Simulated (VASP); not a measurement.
Crystal: GaAs.

```
CELL_PARAMETERS angstrom
0.00000 2.82500 2.82500
2.82500 0.00000 2.82500
2.82500 2.82500 0.00000
ATOMIC_POSITIONS crystal
Ga 0.00000 0.00000 0.00000
As 0.25000 0.25000 0.25000
```

```yaml
Program: VASP 6.6.1
Task: relaxation of cell and atoms
Functional: PBE
Potentials_or_basis: VASP PAW PBE potentials, release 64 (Ga_d, As)
Cutoff: 500 eV
k_mesh: 7 × 7 × 7
Occupations: fermi-dirac, width 0.02 eV
Spin: no spin polarisation
```

At the start: pressure 3.6 GPa; volume 22.55 Å³/atom.

Problem. Where does the relaxation end?

Solution. Over 3 steps the energy falls by 12.8 meV/atom and the volume is 23.75 Å³/atom (+5.4 %); space group F-43m (No. 216, to 0.1 Å) before and after.

The path:
| step | energy change (eV) | largest force (eV/Å) | pressure (GPa) | volume (Å³) |
| --- | --- | --- | --- | --- |
| 1 | 0.0000 | 0.0000 | 3.60 | 45.09 |
| 2 | -0.0222 | 0.0000 | -1.08 | 48.47 |
| 3 | -0.0257 | 0.0000 | -0.02 | 47.51 |

Final structure:
```
CELL_PARAMETERS angstrom
0.00000 2.87464 2.87464
2.87464 0.00000 2.87464
2.87464 2.87464 0.00000
ATOMIC_POSITIONS crystal
Ga 0.00000 0.00000 0.00000
As 0.25000 0.25000 0.25000
```
